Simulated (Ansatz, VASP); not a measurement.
One calculation of SnSe, two programs

```
CELL_PARAMETERS angstrom
11.42000 0.00000 0.00000
0.00000 4.19000 0.00000
0.00000 0.00000 4.46000
ATOMIC_POSITIONS crystal
Sn 0.12300 0.25000 0.09100
Sn 0.37700 0.75000 0.59100
Sn 0.62300 0.25000 0.40900
Sn 0.87700 0.75000 0.90900
Se 0.35700 0.25000 0.01600
Se 0.14300 0.75000 0.51600
Se 0.85700 0.25000 0.48400
Se 0.64300 0.75000 0.98400
```

Alike in both runs: task relaxation of cell and atoms; functional PBE; k mesh 2 × 5 × 5; no spin polarisation.

|  | VASP | Ansatz |
| --- | --- | --- |
| version | VASP 6.6.1 | Ansatz 0.2.0 |
| potentials or method | VASP PAW PBE potentials, release 64 (Sn_d, Se), cutoff 500 eV | plane waves, PAW |
| occupations | gaussian, width 0.01 eV | fixed |
| valence electrons in the cell | 80 | 120 |

Ansatz gave:

```
relaxed volume (Å³/atom)                                     : 28.41
relaxed cell length with the largest relative difference (Å) : 4.205
```

Problem. Which values does VASP return?

Solution. Relaxed volume (Å³/atom): 28.40; relaxed cell length with the largest relative difference (Å): 4.213.

VASP's potentials hold 80 valence electrons a cell and Ansatz's 120, so a difference there can come from the potentials and not from the codes. Ansatz's warnings: metallic iterate.
